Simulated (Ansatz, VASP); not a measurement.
# One calculation of Ga2O3, two programs

```xyz
20
Lattice="1.3884 0.0000 -5.6400 0.0000 3.0391 0.0000 11.1450 -0.6078 4.5170" Properties=species:S:1:pos:R:3 pbc="T T T"
Ga    9.5448    0.0000    3.0769
Ga    4.8053    1.5195   -2.5657
Ga    8.1446    0.0000   -0.2493
Ga    2.0167    1.5195   -0.2518
Ga    4.9197    0.0000    0.3657
Ga   11.0476    1.5195    0.3682
Ga    1.9023    0.0000   -3.1832
Ga    6.6418    1.5195    2.4593
O    10.0115    0.0000    4.8503
O     5.2720    1.5195   -0.7922
O     7.6779    0.0000   -2.0227
O     1.5500    1.5195   -2.0252
O    10.8809    0.0000    1.7729
O     4.7531    1.5195    1.7704
O     6.8084    0.0000    1.0546
O     2.0690    1.5195   -4.5879
O     3.0097    0.0000    0.0364
O     9.1376    1.5195    0.0390
O     3.8123    0.0000   -2.8539
O     8.5518    1.5195    2.7886
```

Alike in both runs: task single point; functional r2SCAN; k mesh 4 × 7 × 2; occupations gaussian, width 0.05 eV; no spin polarisation.

|  | VASP | Ansatz |
| --- | --- | --- |
| version | VASP 6.6.1 | Ansatz 0.2.0 |
| potentials or method | VASP PAW PBE potentials, release 64 (Ga_d, O), cutoff 520 eV | scalar-relativistic, plane waves, PAW |
| valence electrons in the cell | 176 | 176 |

Ansatz gave:

```
gap on the k mesh at the Fermi level (eV)                     : 1.20
least direct gap on the mesh (eV)                             : 1.25
pressure (GPa)                                                : 2.6
traceless stress, the component that is largest in VASP (GPa) : 8.47
rms of the force components (eV/Å)                            : 1.030
```

Task: Which values does VASP return?

Result: gap on the k mesh at the Fermi level (eV): 1.17; least direct gap on the mesh (eV): 1.22; pressure (GPa): 4.5; traceless stress, the component that is largest in VASP (GPa): 8.47; rms of the force components (eV/Å): 1.021.

VASP's potentials were made for PBE, not for r2SCAN. Atom by atom the forces differ by 0.036 eV/Å (rms over components). The functional is the same, so the differences come from potentials, cutoffs and numerics.
